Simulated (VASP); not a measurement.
# BN (F-43m) in VASP: a series of runs

Runs on BN. Level: r2SCAN. Tasks: single point.

All numbers are computed with VASP 6.6.1; they aren't measurements. Logs are shortened: lines on timing, memory, paths and dates and some standing lists are left out, and cuts for length are marked.

### Step 1. The cell of the first run

The structure is cubic, space group F-43m (No. 216). The conventional cell has a = 3.536 Å, b = 3.536 Å, c = 3.536 Å, α = 90.00°, β = 90.00°, γ = 90.00°. B (site symmetry -43m) has 4 N at 1.53 Å within 2.0 Å. Within 2.0 Å of N (site symmetry -43m) lie 4 B at 1.53 Å.

### Step 2. Single point, r2SCAN (volume scaled by 0.94)

Input file POSCAR:

```
BN
1.0
    0.0000000000      1.7679704837      1.7679704837
    1.7679704837      0.0000000000      1.7679704837
    1.7679704837      1.7679704837      0.0000000000
B N
1 1
Direct
    0.0000000000      0.0000000000      0.0000000000
    0.7500000000      0.7500000000      0.7500000000
```

Input file INCAR.step1:

```
PREC = Accurate
ENCUT = 520
ISMEAR = 0
SIGMA = 0.02
LREAL = False
LASPH = True
NELM = 100
NBANDS = 11
GGA = PE
ALGO = Normal
EDIFF = 1E-4
LWAVE = True
LCHARG = False
```

Input file INCAR.step2:

```
PREC = Accurate
ENCUT = 520
EDIFF = 1E-7
ISMEAR = 0
SIGMA = 0.02
LREAL = False
LASPH = True
NELM = 100
ALGO = Normal
ISIF = 2
LWAVE = False
LCHARG = False
METAGGA = R2SCAN
LMIXTAU = True
NBANDS = 11
ISTART = 1
```

Input file KPOINTS:

```
Automatic mesh
0
Gamma
  12 12 12
```

Potentials or basis: VASP PAW PBE potentials, release 64 (B, N).

Launch:

```
cat potpaw_PBE.64/B/POTCAR potpaw_PBE.64/N/POTCAR > POTCAR
cp INCAR.step1 INCAR
mpirun -np 1 vasp_std > vasp.out
cp INCAR.step2 INCAR
mpirun -np 1 vasp_std > vasp.out
```

OUTCAR:

```text
PREC = Accurate
   ENCUT = 520
   EDIFF = 1E-7
   ISMEAR = 0
   LREAL = False
   LASPH = True
   NELM = 100
   ISIF = 2
   METAGGA = R2SCAN
   ISTART = 1

 ion  position               nearest neighbor table
   1  0.000  0.000  0.000-   2 1.53   2 1.53   2 1.53   2 1.53
   2  0.750  0.750  0.750-   1 1.53   1 1.53   1 1.53   1 1.53

  LATTYP: Found a face centered cubic cell.
 ALAT       =     3.5359409674

  Lattice vectors:

 A1 = (   0.0000000000,   1.7679704837,   1.7679704837)
 A2 = (   1.7679704837,   0.0000000000,   1.7679704837)
 A3 = (   1.7679704837,   1.7679704837,   0.0000000000)

Analysis of symmetry for initial positions (statically):
=====================================================================
 Subroutine PRICEL returns:
 Original cell was already a primitive cell.

 Routine SETGRP: Setting up the symmetry group for a
 face centered cubic supercell.

 Subroutine GETGRP returns: Found 24 space group operations
 (whereof 24 operations were pure point group operations)
 out of a pool of 48 trial point group operations.

The static configuration has the point symmetry T_d .

Analysis of symmetry for dynamics (positions and initial velocities):
=====================================================================
 Subroutine PRICEL returns:
 Original cell was already a primitive cell.

 Routine SETGRP: Setting up the symmetry group for a
 face centered cubic supercell.

 Subroutine GETGRP returns: Found 24 space group operations
 (whereof 24 operations were pure point group operations)
 out of a pool of 48 trial point group operations.

The dynamic configuration has the point symmetry T_d .

 Subroutine INISYM returns: Found 24 space group operations
 (whereof 24 operations are pure point group operations),
 and found     1 'primitive' translations

----------------------------------------------------------------------------------------

                                     Primitive cell

  volume of cell :      11.0524

  direct lattice vectors                    reciprocal lattice vectors
     0.000000000  1.767970484  1.767970484    -0.282810151  0.282810151  0.282810151
     1.767970484  0.000000000  1.767970484     0.282810151 -0.282810151  0.282810151
     1.767970484  1.767970484  0.000000000     0.282810151  0.282810151 -0.282810151

  length of vectors
     2.500287836  2.500287836  2.500287836     0.489841551  0.489841551  0.489841551

  position of ions in fractional coordinates (direct lattice)
     0.000000000  0.000000000  0.000000000
     0.750000000  0.750000000  0.750000000

  ion indices of the primitive-cell ions
   primitive index   ion index
                 1           1
                 2           2

----------------------------------------------------------------------------------------

 KPOINTS: Automatic mesh

Automatic generation of k-mesh.
 Grid dimensions read from file:
 generate k-points for:   12   12   12

 Generating k-lattice:

  Cartesian coordinates                     Fractional coordinates (reciprocal lattice)
    -0.023567513  0.023567513  0.023567513     0.083333333  0.000000000  0.000000000
     0.023567513 -0.023567513  0.023567513     0.000000000  0.083333333  0.000000000
     0.023567513  0.023567513 -0.023567513     0.000000000  0.000000000  0.083333333

  Length of vectors
     0.040820129  0.040820129  0.040820129

  Shift w.r.t. Gamma in fractional coordinates (k-lattice)
     0.000000000  0.000000000  0.000000000

 Subroutine IBZKPT returns following result:
 ===========================================

 Found     72 irreducible k-points:

 Following reciprocal coordinates:
            Coordinates               Weight
  0.000000  0.000000  0.000000      1.000000
  0.083333  0.000000  0.000000      8.000000
  0.166667  0.000000  0.000000      8.000000
  0.250000  0.000000  0.000000      8.000000
  0.333333  0.000000  0.000000      8.000000
  0.416667  0.000000  0.000000      8.000000
[... 16 lines left out ...]
  0.500000  0.166667  0.000000     24.000000
 -0.416667  0.166667  0.000000     24.000000
 [... further k-points ...]
   k-points           NKPTS =     72   k-points in BZ     NKDIM =     72   number of bands    NBANDS=     11
   number of dos      NEDOS =    301   number of ions     NIONS =      2
   total plane-waves  NPLWV =   8000
   dimension x,y,z NGX =    20 NGY =   20 NGZ =   20
   dimension x,y,z NGXF=    40 NGYF=   40 NGZF=   40
   ions per type =               1   1
   NGX,Y,Z   is equivalent  to a cutoff of  13.30, 13.30, 13.30 a.u.
   NGXF,Y,Z  is equivalent  to a cutoff of  26.60, 26.60, 26.60 a.u.
 SYSTEM =  unknown system
   PREC   = accura    normal or accurate (medium, high low for compatibility)
   ISTART =      1    job   : 0-new  1-cont  2-samecut
   ICHARG =      0    charge: 1-file 2-atom 10-const
   ISPIN  =      1    spin polarized calculation?
   LNONCOLLINEAR =      F non collinear calculations
   LSORBIT =      F    spin-orbit coupling
   LASPH  =      T    aspherical Exc in radial PAW
   ENCUT  =  520.0 eV  38.22 Ry    6.18 a.u.   4.65  4.65  4.65*2*pi/ulx,y,z
   NELM   =    100;   NELMIN=  2; NELMDL=  0     # of ELM steps
   EDIFF  = 0.1E-06   stopping-criterion for ELM
   LREAL  =      F    real-space projection
   EDIFFG = 0.1E-05   stopping-criterion for IOM
   NSW    =      0    number of steps for IOM
   IBRION =     -1    ionic relax: 0-MD 1-quasi-New 2-CG
   NFREE  =      0    steps in history (QN), initial steepest desc. (CG)
   ISIF   =      2    stress and relaxation
   ISYM   =      2    0-nonsym 1-usesym 2-fastsym
   POTIM  = 0.5000    time-step for ionic-motion
   TEBEG  =    0.0;   TEEND  =   0.0 temperature during run
   PSTRESS=    0.0 pullay stress
   NELECT =       8.0000    total number of electrons
   NUPDOWN=      -1.0000    fix difference up-down
   EMIN   =  10.00;   EMAX   =-10.00  energy-range for DOS
   EFERMI =   0.00;   METHOD = LEGACY
   ISMEAR =     0;   SIGMA  =   0.02  broadening in eV -4-tet -1-fermi 0-gaus
   EFERMI_NEDOS =   21; number of points for ismear=-14 and -15
   IALGO  =     38    algorithm
   IMIX   =      4    mixing-type and parameters
     AMIX     =   0.40;   BMIX     =  1.00
     AMIX_MAG =   1.60;   BMIX_MAG =  1.00
  volume/ion in A,a.u.               =       5.53        37.29
  Fermi-wavevector in a.u.,A,eV,Ry     =   1.469896  2.777700 29.396653  2.160593
  Thomas-Fermi vector in A             =   2.585218
   LORBIT       =      0    0 simple, 1 ext, 2 COOP (PROOUT), +10 PAW based schemes
   METAGGA = R2SCAN    functional components
   LHFCALC =     F    Hartree Fock is set to
   AEXX    =    0.0000 exact exchange contribution
   IVDW    =     0    specifies the selected vdW correction
   LEPSILON=     F    determine dielectric tensor
   LRPA    =     F    only Hartree local field effects (RPA)
 non-spin polarized calculation
 Gauss-broadening in eV      SIGMA  =   0.02
  energy-cutoff  :      520.00
  volume of cell :       11.05
 maximum number of plane-waves:       310
   NGX =  9   NGY =  9   NGZ =  9

 number of electron       7.9999999 magnetization

 Free energy of the ion-electron system (eV)
  ---------------------------------------------------
  ext. energy  EPLUGINS =         0.00000000
  ---------------------------------------------------
  free energy    TOTEN  =       -19.10730092 eV

  energy without entropy =      -19.10730092  energy(sigma->0) =      -19.10730092

 E-fermi :   8.3418     XC(G=0): -14.0022

 val. band max:        8.0812397793   @ k =   0.0000   0.0000   0.0000
 cond. band min:      13.1355350018   @ k =   0.5000   0.5000   0.0000
 fundamental gap:      5.0542952226
 Fermi energy:         8.3417845172

 k-point     1 :       0.0000    0.0000    0.0000
  band No.  band energies     occupation
      1     -14.0011      2.00000
      2       8.0812      2.00000
      3       8.0812      2.00000
      4       8.0812      2.00000
      5      17.9335      0.00000
      6      17.9335      0.00000
      7      17.9335      0.00000
      8      20.3071      0.00000
      9      35.5468      0.00000
     10      37.6579      0.00000
     11      37.6579      0.00000

 k-point     2 :       0.0833    0.0000    0.0000
  band No.  band energies     occupation
      1     -13.8167      2.00000
      2       7.0853      2.00000
      3       7.8807      2.00000
      4       7.8807      2.00000
      5      18.2429      0.00000
      6      18.2429      0.00000
      7      18.2483      0.00000
      8      20.8495      0.00000
      9      35.1680      0.00000
     10      35.4339      0.00000
     11      35.4339      0.00000

 k-point     3 :       0.1667    0.0000    0.0000
  band No.  band energies     occupation
      1     -13.2698      2.00000
      2       4.7873      2.00000
      3       7.3936      2.00000
      4       7.3936      2.00000
      5      18.7328      0.00000
      6      18.9569      0.00000
      7      18.9569      0.00000
      8      22.1893      0.00000
      9      33.7543      0.00000
     10      33.7543      0.00000
     11      34.3788      0.00000

 k-point     4 :       0.2500    0.0000    0.0000
  band No.  band energies     occupation
      1     -12.3856      2.00000
      2       2.0837      2.00000
      3       6.8316      2.00000
      4       6.8316      2.00000
      5      19.1495      0.00000
      6      19.6183      0.00000
      7      19.6183      0.00000
      8      23.5651      0.00000
      9      33.3715      0.00000
     10      33.3715      0.00000
     11      33.7819      0.00000
[... 239 lines left out ...]
 k-point    22 :       0.4167    0.1667    0.0000
  band No.  band energies     occupation
      1     -10.2473      2.00000
      2      -0.8752      2.00000
      3       4.6416      2.00000
      4       4.7986      2.00000
      5      17.5966      0.00000
      6      22.1389      0.00000
      7      22.4676      0.00000
      8      23.5246      0.00000
      9      30.6358      0.00000
     10      37.1352      0.00000
     11      38.9213      0.00000

 k-point    23 :       0.5000    0.1667    0.0000
  band No.  band energies     occupation
      1      -9.1810      2.00000
      2      -2.5899      2.00000
      3       3.9929      2.00000
      4       4.8818      2.00000
      5      17.9472      0.00000
      6      22.1144      0.00000
      7      22.1555      0.00000
      8      25.0545      0.00000
      9      31.0388      0.00000
     10      37.4261      0.00000
     11      38.1524      0.00000

 k-point    24 :      -0.4167    0.1667    0.0000
  band No.  band energies     occupation
      1      -8.9761      2.00000
      2      -2.8867      2.00000
      3       3.5460      2.00000
      4       5.2337      2.00000
      5      18.4314      0.00000
      6      21.7040      0.00000
      7      21.9793      0.00000
      8      25.8190      0.00000
      9      31.3371      0.00000
     10      35.5253      0.00000
     11      37.7566      0.00000

 [... further k-points ...]

------------------------ aborting loop because EDIFF is reached ----------------------------------------

  FORCE on cell =-STRESS in cart. coord.  units (eV):
  Direction    XX          YY          ZZ          XY          YZ          ZX
  --------------------------------------------------------------------------------------
  -------------------------------------------------------------------------------------
  Total        1.9679553      1.9679553      1.9679553     -0.0000000      0.0000000     -0.0000000
  in kB      285.2796503    285.2796503    285.2796503     -0.0000000      0.0000000     -0.0000000
  external PRESSURE =     285.2796503 kB  Pullay stress =       0.0000000 kB

 VOLUME and BASIS-vectors are now :
 -----------------------------------------------------------------------------
  energy-cutoff  :      520.00
  volume of cell :       11.05
      direct lattice vectors                 reciprocal lattice vectors
     0.000000000  1.767970484  1.767970484    -0.282810151  0.282810151  0.282810151
     1.767970484  0.000000000  1.767970484     0.282810151 -0.282810151  0.282810151
     1.767970484  1.767970484  0.000000000     0.282810151  0.282810151 -0.282810151

 POSITION                                       TOTAL-FORCE (eV/Angst)
 -----------------------------------------------------------------------------------
      0.00000      0.00000      0.00000         0.000000      0.000000      0.000000
      2.65196      2.65196      2.65196        -0.000000     -0.000000     -0.000000
 -----------------------------------------------------------------------------------
    total drift:                               -0.000000     -0.000000     -0.000000

  FREE ENERGIE OF THE ION-ELECTRON SYSTEM (eV)
  ---------------------------------------------------
  free  energy   TOTEN  =       -19.1073009235 eV

  energy  without entropy=      -19.1073009235  energy(sigma->0) =      -19.10730092
```

Wall time 50 s (1 thread of Intel Xeon Platinum 8375C at 2.90GHz (Ice Lake), shared host); peak memory 0.12 GiB.

Results:

| Property | Result |
| --- | --- |
| Free energy | -19.1073 eV |
| Pressure | 28.5 GPa |
| Band gap on the k mesh | 5.05 eV, indirect (least direct gap 9.85 eV) |

Levels at points of the mesh, in eV from the valence-band top:
| k point | band 1 | band 2 | band 3 | band 4 | band 5 | band 6 | band 7 | band 8 | band 9 |
| --- | --- | --- | --- | --- | --- | --- | --- | --- | --- |
| (0.00, 0.00, 0.00) | -22.08 | 0.00 | 0.00 | 0.00 | 9.85 | 9.85 | 9.85 | 12.23 | 27.47 |
| (0.50, 0.00, 0.00) | -17.46 | -11.72 | -2.15 | -2.15 | 11.70 | 11.84 | 11.84 | 17.13 | 25.93 |
| (0.50, 0.50, 0.00) | -15.94 | -9.78 | -5.44 | -5.44 | 5.05 | 10.21 | 20.35 | 20.35 | 23.43 |

Caveat: the PAW data sets were made with another functional, which shifts forces and pressure a little. A k mesh can miss the band edges.

### Step 3. Single point, r2SCAN (volume scaled by 0.97)

Input file POSCAR:

```
BN
1.0
    0.0000000000      1.7865820670      1.7865820670
    1.7865820670      0.0000000000      1.7865820670
    1.7865820670      1.7865820670      0.0000000000
B N
1 1
Direct
    0.0000000000      0.0000000000      0.0000000000
    0.7500000000      0.7500000000      0.7500000000
```

Input file INCAR.step1:

```
SYSTEM = BN
PREC     = Accurate       ! precision mode
ENCUT    = 520            ! plane-wave cutoff, eV
ISMEAR   = 0              ! smearing method
SIGMA    = 0.02           ! smearing width, eV
LREAL    = .False.        ! projectors in reciprocal space
LASPH    = .True.         ! aspherical terms in the spheres
NELM     = 60             ! most SCF steps
NBANDS   = 11             ! bands
GGA      = PE             ! functional
ALGO     = Normal         ! electronic algorithm
EDIFF    = 1E-4           ! SCF threshold, eV
LWAVE    = .True.         ! write WAVECAR
LCHARG   = .False.        ! write CHGCAR
```

Input file INCAR.step2:

```
SYSTEM = BN
PREC     = Accurate       ! precision mode
ENCUT    = 520            ! plane-wave cutoff, eV
EDIFF    = 1E-7           ! SCF threshold, eV
ISMEAR   = 0              ! smearing method
SIGMA    = 0.02           ! smearing width, eV
LREAL    = .False.        ! projectors in reciprocal space
LASPH    = .True.         ! aspherical terms in the spheres
NELM     = 60             ! most SCF steps
ALGO     = Normal         ! electronic algorithm
ISIF     = 2              ! what is computed and relaxed
LWAVE    = .False.        ! write WAVECAR
LCHARG   = .False.        ! write CHGCAR
METAGGA  = R2SCAN         ! meta-GGA
LMIXTAU  = .True.       
NBANDS   = 11             ! bands
ISTART   = 1
```

Input file KPOINTS:

```
regular mesh
0
Gamma
  12 12 12
  0 0 0
```

Potentials or basis: VASP PAW PBE potentials, release 64 (B, N).

Launch:

```
cat potpaw_PBE.64/B/POTCAR potpaw_PBE.64/N/POTCAR > POTCAR
cp INCAR.step1 INCAR
mpirun -np 1 vasp_std > vasp.out
cp INCAR.step2 INCAR
mpirun -np 1 vasp_std > vasp.out
```

It took 43 s on 1 thread of Intel Xeon Platinum 8375C at 2.90GHz (Ice Lake), shared host; peak memory 0.12 GiB.

It converged, with:

- Free energy: -19.1545 eV
- Pressure: 13.9 GPa
- Band gap on the k mesh: 5.02 eV, indirect (least direct gap 9.70 eV)

Levels at points of the mesh, in eV from the valence-band top:
| k point | band 1 | band 2 | band 3 | band 4 | band 5 | band 6 | band 7 | band 8 |
| --- | --- | --- | --- | --- | --- | --- | --- | --- |
| (0.00, 0.00, 0.00) | -21.70 | 0.00 | 0.00 | 0.00 | 9.70 | 9.70 | 9.70 | 11.67 |
| (0.50, 0.00, 0.00) | -17.23 | -11.42 | -2.08 | -2.08 | 11.27 | 11.67 | 11.67 | 16.79 |
| (0.50, 0.50, 0.00) | -15.76 | -9.56 | -5.28 | -5.28 | 5.02 | 10.02 | 19.83 | 19.83 |

Caveat: the PAW data sets were made with another functional, which shifts forces and pressure a little. A k mesh can miss the band edges.

(Part 1 of 2 ends here.)
